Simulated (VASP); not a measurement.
# RbP2 (P6/mmm) in VASP: notebook, part 2 of 2

VASP 6.6.1.

### Step 3. Single point, PBE

This run uses another cell than the first one, of 27.33 Å³/atom, 1.158 times its volume.

Contents of INCAR:

```
ALGO = Normal
EDIFF = 1E-7
ENCUT = 520
GGA = PE
ISIF = 2
ISMEAR = 0
LASPH = True
LCHARG = True
LELF = True
LREAL = False
LVHAR = True
LWAVE = False
NBANDS = 16
NELM = 80
PREC = Accurate
SIGMA = 0.1
```

Contents of KPOINTS:

```
k-points
0
Gamma
  6 6 4
```

Contents of POSCAR:

```
RbP2
1.0
    4.2134334814      0.0000000000      0.0000000000
   -2.1067167407      3.6489404320      0.0000000000
    0.0000000000      0.0000000000      5.3327936177
Rb P
1 2
Direct
    0.0000000000      0.0000000000      0.0000000000
    0.3333333333      0.6666666667      0.5000000000
    0.6666666667      0.3333333333      0.5000000000
```

Potentials or basis: VASP PAW PBE potentials, release 64 (Rb_sv, P).

The run is started by

```
cat potpaw_PBE.64/Rb_sv/POTCAR potpaw_PBE.64/P/POTCAR > POTCAR
mpirun -np 1 vasp_std > vasp.out
```

OUTCAR:

```text
EDIFF = 1E-7
   ENCUT = 520
   GGA = PE
   ISIF = 2
   ISMEAR = 0
   LASPH = True
   LREAL = False
   NELM = 80
   PREC = Accurate

 ion  position               nearest neighbor table
   1  0.000  0.000  0.000-   2 3.61   3 3.61   2 3.61   3 3.61   2 3.61   2 3.61   3 3.61   3 3.61
                             3 3.61   3 3.61   2 3.61   2 3.61
   2  0.333  0.667  0.500-   3 2.43   3 2.43   3 2.43   1 3.61   1 3.61   1 3.61   1 3.61   1 3.61
                             1 3.61
[... 594 lines left out ...]
  FORCE on cell =-STRESS in cart. coord.  units (eV):
  Direction    XX          YY          ZZ          XY          YZ          ZX
  --------------------------------------------------------------------------------------
  -------------------------------------------------------------------------------------
  Total       -0.0085597     -0.0085597      0.0468286      0.0000000      0.0000000      0.0000000
  in kB       -0.1672669     -0.1672669      0.9150901      0.0000000      0.0000000      0.0000000
  external PRESSURE =       0.1935188 kB  Pullay stress =       0.0000000 kB

 VOLUME and BASIS-vectors are now :
 -----------------------------------------------------------------------------
  energy-cutoff  :      520.00
  volume of cell :       81.99
      direct lattice vectors                 reciprocal lattice vectors
     4.213433481  0.000000000  0.000000000     0.237336131  0.137026079  0.000000000
    -2.106716741  3.648940432  0.000000000     0.000000000  0.274052158  0.000000000
     0.000000000  0.000000000  5.332793618     0.000000000  0.000000000  0.187518976

 POSITION                                       TOTAL-FORCE (eV/Angst)
 -----------------------------------------------------------------------------------
      0.00000      0.00000      0.00000         0.000000      0.000000      0.000000
     -0.00000      2.43263      2.66640        -0.000000      0.000000      0.000000
      2.10672      1.21631      2.66640         0.000000      0.000000      0.000000
 -----------------------------------------------------------------------------------
    total drift:                                0.000000     -0.000000      0.000000

  FREE ENERGIE OF THE ION-ELECTRON SYSTEM (eV)
  ---------------------------------------------------
  free  energy   TOTEN  =       -12.0166509419 eV

  energy  without entropy=      -12.0118592357  energy(sigma->0) =      -12.01425509
```

OSZICAR:

```text
N       E                     dE             d eps       ncg     rms          rms(c)
DAV:   1     0.705471698588E+02    0.70547E+02   -0.80085E+03   672   0.100E+03
DAV:   2    -0.783329637324E+01   -0.78380E+02   -0.75245E+02   904   0.168E+02
DAV:   3    -0.121395516990E+02   -0.43063E+01   -0.42964E+01   992   0.385E+01
DAV:   4    -0.122177447860E+02   -0.78193E-01   -0.78182E-01   960   0.475E+00
DAV:   5    -0.122199942290E+02   -0.22494E-02   -0.22494E-02  1008   0.577E-01    0.603E+00
DAV:   6    -0.120691516299E+02    0.15084E+00   -0.14321E-01   856   0.202E+00    0.377E+00
DAV:   7    -0.120141141915E+02    0.55037E-01   -0.27254E-01   848   0.281E+00    0.502E-01
DAV:   8    -0.120164517455E+02   -0.23376E-02   -0.40265E-02   824   0.110E+00    0.134E-01
DAV:   9    -0.120165435189E+02   -0.91773E-04   -0.15129E-03   912   0.239E-01    0.553E-02
DAV:  10    -0.120166512125E+02   -0.10769E-03   -0.66669E-04   920   0.135E-01    0.422E-02
DAV:  11    -0.120166501191E+02    0.10934E-05   -0.16433E-04   824   0.711E-02    0.108E-02
DAV:  12    -0.120166500759E+02    0.43164E-07   -0.68258E-06   824   0.180E-02    0.686E-03
DAV:  13    -0.120166508904E+02   -0.81453E-06   -0.60697E-06   760   0.155E-02    0.252E-03
DAV:  14    -0.120166509419E+02   -0.51455E-07   -0.57602E-07   880   0.450E-03
   1 F= -.12016651E+02 E0= -.12014255E+02  d E =-.479171E-02
```

It took 35 s on 1 thread of Intel Xeon Platinum 8488C (Sapphire Rapids), shared host; peak memory 0.19 GiB.

Results:

```yaml
Free_energy: -12.0167 eV
Pressure: 0.0 GPa
```

### Step 4. Relaxation of cell and atoms, PBE

Contents of INCAR:

```
SYSTEM = RbP2
  PREC = Accurate
  ENCUT = 600
  EDIFF = 1E-7
  ISMEAR = 0
  SIGMA = 0.1
  LREAL = .FALSE.
  LASPH = .TRUE.
  NELM = 60
  ALGO = Normal
  ISIF = 3
  LWAVE = .FALSE.
  LCHARG = .FALSE.
  GGA = PE
  IBRION = 2
  NSW = 90
  EDIFFG = -0.04
```

Contents of KPOINTS:

```
regular mesh
0
G
  6 6 4
  0 0 0
```

Contents of POSCAR:

```
RbP2
1.0
    4.2304800407      0.0000000000      0.0000000000
   -2.1152400204      3.6637031855      0.0000000000
    0.0000000000      0.0000000000      4.5677940639
Rb P
1 2
Direct
    0.0000000000      0.0000000000      0.0000000000
    0.3333333333      0.6666666667      0.5000000000
    0.6666666667      0.3333333333      0.5000000000
```

The run is started by

```
cat potpaw_PBE.64/Rb_sv/POTCAR potpaw_PBE.64/P/POTCAR > POTCAR
mpirun -np 1 vasp_std > vasp.out
```

It took 2.6 min on 1 thread of Intel Xeon Platinum 8488C (Sapphire Rapids), shared host; peak memory 0.22 GiB.

Results (log left out):

```yaml
Free_energy: -12.0158 eV
Relaxed_volume: 27.41 Å³/atom
Relaxed_cell: a = 4.212 Å, b = 4.212 Å, c = 5.352 Å, α = 90.00°, β = 90.00°, γ = 120.00°
Space_group_after_relaxing_to_0.05_Å: P6/mmm (No. 191)
Energy_gained_by_relaxing: 116.4 meV/atom
Ionic_steps: 8
Pressure_after_relaxing: 0.0 GPa
```

Stress tensor (GPa, compression positive):
```
 0.00  0.00  0.00
 0.00  0.00  0.00
 0.00  0.00 -0.10
```

The path:
```
step  energy change (eV)  largest force (eV/Å)  pressure (GPa)  volume (Å³)
   1              0.0000                0.0000            4.79        70.80
   2             -0.2331                0.0000            0.58        78.20
   3             -0.2798                0.0000           -1.40        83.41
   4             -0.2803                0.0000           -1.67        84.25
   5             -0.3478                0.0000           -0.39        82.87
   6             -0.3487                0.0000           -0.22        82.70
   7             -0.3487                0.0000           -0.18        82.66
   8             -0.3491                0.0000           -0.03        82.23
```

Final structure:
```cif
data_structure
_symmetry_space_group_name_H-M 'P 1'
_symmetry_Int_Tables_number 1
_cell_length_a 4.2122
_cell_length_b 4.2122
_cell_length_c 5.3518
_cell_angle_alpha 90.000
_cell_angle_beta 90.000
_cell_angle_gamma 120.000
_cell_volume 82.23
loop_
_atom_site_label
_atom_site_type_symbol
_atom_site_fract_x
_atom_site_fract_y
_atom_site_fract_z
_atom_site_occupancy
Rb1 Rb 0.00000 0.00000 0.00000 1
P1 P 0.33333 0.66667 0.50000 1
P2 P 0.66667 0.33333 0.50000 1
```

Levels at points of the mesh, in eV from the Fermi level:
```
           k point  band 5  band 6  band 7  band 8  band 9  band 10  band 11  band 12  band 13
(0.00, 0.00, 0.00)  -11.15   -4.86   -3.37   -3.37   -3.05     1.10     1.21     1.21     2.41
(0.50, 0.00, 0.00)  -10.64   -9.43   -4.23   -2.34   -1.68    -0.39     3.24     4.18     5.27
(0.00, 0.00, 0.50)  -10.79   -4.83   -4.03   -3.34   -3.34     0.93     0.93     2.15     3.53
(0.50, 0.00, 0.50)  -11.11   -9.19   -4.33   -2.03   -1.33    -1.22     4.61     5.14     5.29
```

Caveat: the volume moved by over 15 % at a fixed basis, so the end points are rough.

### Step 5. Single point, PBE

This run uses another cell than the first one, of 26.89 Å³/atom, 1.139 times its volume.

Contents of INCAR:

```
  PREC = Accurate
  ENCUT = 520
  EDIFF = 1E-6
  ISMEAR = 0
  SIGMA = 0.1
  LREAL = F
  LASPH = T
  NELM = 80
  ALGO = Normal
  ISIF = 2
  LWAVE = F
  LCHARG = F
  GGA = PE
  NBANDS = 16
```

Contents of KPOINTS:

```
regular mesh
0
Gamma
  12 12 10
```

Contents of POSCAR:

```
RbP2
1.0
    4.1635605357      0.0000000000      0.0000000000
   -2.0817802679      3.6057491941      0.0000000000
    0.0000000000      0.0000000000      5.3735669392
Rb P
1 2
Direct
    0.0000000000      0.0000000000      0.0000000000
    0.3333333333      0.6666666667      0.5000000000
    0.6666666667      0.3333333333      0.5000000000
```

The run is started by

```
cat potpaw_PBE.64/Rb_sv/POTCAR potpaw_PBE.64/P/POTCAR > POTCAR
mpirun -np 1 vasp_std > vasp.out
```

Wall time 1.7 min (1 thread of Intel Xeon Platinum 8488C (Sapphire Rapids), shared host); peak memory 0.28 GiB.

The run converged. Its results:

* Free energy: -12.0503 eV
* Pressure: 0.0 GPa

Stress tensor (GPa, compression positive):
```
-0.05  0.00  0.00
 0.00 -0.05  0.00
 0.00  0.00  0.03
```

Levels at points of the mesh, in eV from the Fermi level:
| k point | band 5 | band 6 | band 7 | band 8 | band 9 | band 10 | band 11 | band 12 | band 13 | band 14 |
| --- | --- | --- | --- | --- | --- | --- | --- | --- | --- | --- |
| (0.00, 0.00, 0.00) | -11.34 | -4.92 | -3.75 | -3.75 | -3.38 | 0.84 | 0.92 | 0.92 | 2.32 | 5.13 |
| (0.50, 0.00, 0.00) | -10.98 | -9.80 | -4.64 | -2.65 | -1.94 | -0.64 | 3.00 | 4.05 | 4.63 | 5.19 |
| (0.00, 0.00, 0.50) | -11.04 | -4.89 | -4.36 | -3.71 | -3.71 | 0.65 | 0.65 | 2.06 | 3.22 | 4.77 |
| (0.50, 0.00, 0.50) | -11.44 | -9.54 | -4.74 | -2.30 | -1.60 | -1.46 | 4.47 | 4.82 | 5.09 | 5.29 |

### Step 6. The runs side by side

| task | cell | k mesh | cutoff (eV) | gap on the mesh (eV) | pressure (GPa) |
| --- | --- | --- | --- | --- | --- |
| single point | a = 4.230, b = 4.230, c = 4.568 Å, angles 90.0, 90.0, 120.0°, 3 atoms | 6 × 6 × 4 | 520 | none | 4.8 |
| single point | a = 4.213, b = 4.213, c = 5.333 Å, angles 90.0, 90.0, 120.0°, 3 atoms | 6 × 6 × 4 | 520 | none | 0.0 |
| relaxation of cell and atoms | relaxed from a = 4.230, b = 4.230, c = 4.568 Å, angles 90.0, 90.0, 120.0°, 3 atoms | 6 × 6 × 4 | 600 | none | 0.0 |
| single point | a = 4.164, b = 4.164, c = 5.374 Å, angles 90.0, 90.0, 120.0°, 3 atoms | 12 × 12 × 10 | 520 | none | 0.0 |

Alike in all rows: level PBE; potentials or basis VASP PAW PBE potentials, release 64 (Rb_sv, P); no spin polarisation; smearing gaussian 0.1 eV.

Caveats: the volume moved by over 15 % at a fixed basis, so the end points are rough (some runs).

Absolute energies hang on the potentials; compare differences alone.
